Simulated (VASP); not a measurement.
Here is a VASP 6.6.1 calculation.

File INCAR:

```
SYSTEM = Li2SiN3
PREC = Accurate
ENCUT = 520
EDIFF = 1E-7
ISMEAR = 0
SIGMA = 0.1
LREAL = .False.
LASPH = .True.
NELM = 100
ALGO = Normal
ISIF = 2
LWAVE = .False.
LCHARG = .False.
GGA = PE
NBANDS = 22
```

Contents of KPOINTS:

```
regular mesh
0
Gamma
  12 12 12
  0 0 0
```

The input POSCAR:

```
Li2SiN3
1.0
    2.3983397402      1.3846820946      2.5063305452
   -2.3983397402      1.3846820946      2.5063305452
    0.0000000000     -2.7693641893      2.5063305452
Li Si N
2 1 3
Direct
    0.6451763244      0.6451763244      0.6451763244
    0.3548236756      0.3548236756      0.3548236756
    0.0000000000      0.0000000000      0.0000000000
    0.0000000000      0.5000000000      0.0000000000
    0.5000000000      0.0000000000      0.0000000000
    0.0000000000      0.0000000000      0.5000000000
```

Potentials or basis: VASP PAW PBE potentials, release 64 (Li_sv, Si, N).

The run is started by

```sh
$ cat potpaw_PBE.64/Li_sv/POTCAR potpaw_PBE.64/Si/POTCAR potpaw_PBE.64/N/POTCAR > POTCAR
$ mpirun -np 1 vasp_std > vasp.out
```

Question: Predict the largest force.

Answer: 0.031 eV/Å.

Question: Predict the band gap on the k mesh.

Answer: Zero (an odd number of electrons rules out a gap without spin polarisation).

Forces in eV/Å, atoms in the order of the input:
```
Li   0.000  0.000 -0.031
Li   0.000  0.000  0.031
Si   0.000  0.000  0.000
N    0.000  0.000  0.000
N    0.000  0.000  0.000
N    0.000  0.000  0.000
```

Caveat: an odd number of electrons without spin polarisation forces a metal; a magnetic or distorted state may lie lower.
